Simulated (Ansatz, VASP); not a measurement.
## Ta in VASP and in Ansatz

```
Ta
1.0
     2.86184    0.00000    0.00000
    -0.95395    2.69817    0.00000
     0.00000    0.00000   24.34674
Ta
5
Direct
  0.50000 0.50000 0.30805
  0.00000 0.00000 0.40402
  0.50000 0.50000 0.50000
  0.00000 0.00000 0.59598
  0.50000 0.50000 0.69195
```

Alike in both runs: task single point; functional r2SCAN; k mesh 13 × 13 × 1; occupations gaussian, width 0.1 eV; no spin polarisation.

|  | VASP | Ansatz |
| --- | --- | --- |
| version | VASP 6.6.1 | Ansatz 0.2.0 |
| potentials or method | VASP PAW PBE potentials, release 64 (Ta_pv), cutoff 520 eV | scalar-relativistic, plane waves, PAW |
| valence electrons in the cell | 55 | 65 |

Ansatz gave:

```
gap on the k mesh at the Fermi level (eV) : none
rms of the force components (eV/Å)        : 0.254
```

Problem. Estimate VASP's values.

Solution. gap on the k mesh at the Fermi level (eV): none; rms of the force components (eV/Å): 0.250.

VASP's potentials were made for PBE, not for r2SCAN. Atom by atom the forces differ by 0.009 eV/Å (rms over components). A gap of «none» marks a metal or a gap that the smearing closes. The functional is the same, so the differences come from potentials, cutoffs and numerics. VASP's potentials hold 55 valence electrons a cell and Ansatz's 65, so a difference there can come from the potentials and not from the codes. Ansatz's warnings: xc potential rough in thin density.

Spin-orbit coupling is off throughout.
